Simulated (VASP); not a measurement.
Write the native input for VASP 6.6.1 that does the following.

| Item | Value |
| --- | --- |
| Task | single point |
| Functional | PBE |
| Potentials or basis | VASP PAW PBE potentials, release 64 (Mo_sv, Ru_pv, W_sv) |
| Cutoff | 520 eV |
| k mesh | 4 × 4 × 4 |
| Occupations | gaussian, width 0.1 eV |
| Spin | no spin polarisation |
| Dipole correction | no |
| Further INCAR settings | ALGO = Normal; EDIFF = 1e-06; NBANDS = 43 |

The structure of MoRu3W lies in POSCAR:

```
MoRu3W
1.0
    4.8780267656      0.0000000000      0.0000000000
    0.0000000000      4.8780267656      0.0000000000
    0.0000000000      0.0000000000      4.7716821370
Mo Ru W
1 3 1
Direct
    0.5000000000      0.5000000000      0.0000000000
    0.0000000000      0.5000000000      0.5000000000
    0.5000000000      0.0000000000      0.5000000000
    0.0000000000      0.0000000000      0.5000000000
    0.5000000000      0.5000000000      0.5000000000
```

The cell was generated, and may not be a known phase.

The input as run:

INCAR

```
SYSTEM = MoRu3W
ALGO = Normal ; EDIFF = 1E-6
ENCUT = 520 ; GGA = PE
ISIF = 2 ; ISMEAR = 0
LASPH = .True. ; LCHARG = .True.
LELF = .True. ; LREAL = .False.
LVHAR = .True. ; LWAVE = .False.
NBANDS = 43 ; NELM = 60
PREC = Accurate ; SIGMA = 0.1
```

KPOINTS

```
k-points
0
Gamma
  4 4 4
  0 0 0
```

Potentials or basis: VASP PAW PBE potentials, release 64 (Mo_sv, Ru_pv, W_sv).

The run is started by

```console
$ cat potpaw_PBE.64/Mo_sv/POTCAR potpaw_PBE.64/Ru_pv/POTCAR potpaw_PBE.64/W_sv/POTCAR > POTCAR
$ mpirun -np 1 vasp_std > vasp.out
```

Results of the run:

The pressure is 0.5 GPa and the band gap on the k mesh is zero (bands 35 and 36 overlap by 1.58 eV).

Caveat: spin-orbit coupling is left out, which moves the levels of the heavy elements.

Run time: 2.2 min on 1 thread of Intel Xeon 8259CL, on a shared host, peak memory 0.25 GiB.
